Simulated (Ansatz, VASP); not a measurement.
# Ba3Hf in VASP and in Ansatz

```
Ba Hf
1.0
     8.07864    0.00000    0.00000
    -4.03932    6.99631    0.00000
     0.00000    0.00000    6.18893
Ba Hf
6 2
Cartesian
  4.0393 4.5227 1.5472
  -1.8971 5.7595 4.6417
  2.1422 1.2368 1.5472
  0.0000 2.4736 4.6417
  5.9365 1.2368 1.5472
  1.8971 5.7595 4.6417
  0.0000 4.6642 1.5472
  4.0393 2.3321 4.6417
```

Alike in both runs: functional PBE; k mesh 3 × 3 × 4; occupations gaussian, width 0.1 eV; no spin polarisation.

Ansatz relaxed the structure, and its values are those at the end. VASP's run is a single point on that final structure, the one shown.

|  | VASP | Ansatz |
| --- | --- | --- |
| version | VASP 6.6.1 | Ansatz 0.2.0 |
| potentials or method | VASP PAW PBE potentials, release 64 (Ba_sv, Hf_pv), cutoff 520 eV | scalar-relativistic, plane waves, PAW |
| valence electrons in the cell | 80 | 112 |

```csv
,VASP,Ansatz,Ansatz less VASP
gap on the k mesh at the Fermi level (eV),none,none,-
pressure (GPa),0.3,0.1,-0.26
rms of the force components (eV/Å),0.017,0.001,-0.0159
```

A gap of «none» marks a metal or a gap that the smearing closes. VASP's potentials hold 80 valence electrons a cell and Ansatz's 112, so a difference there can come from the potentials and not from the codes.

Spin-orbit coupling is off throughout.
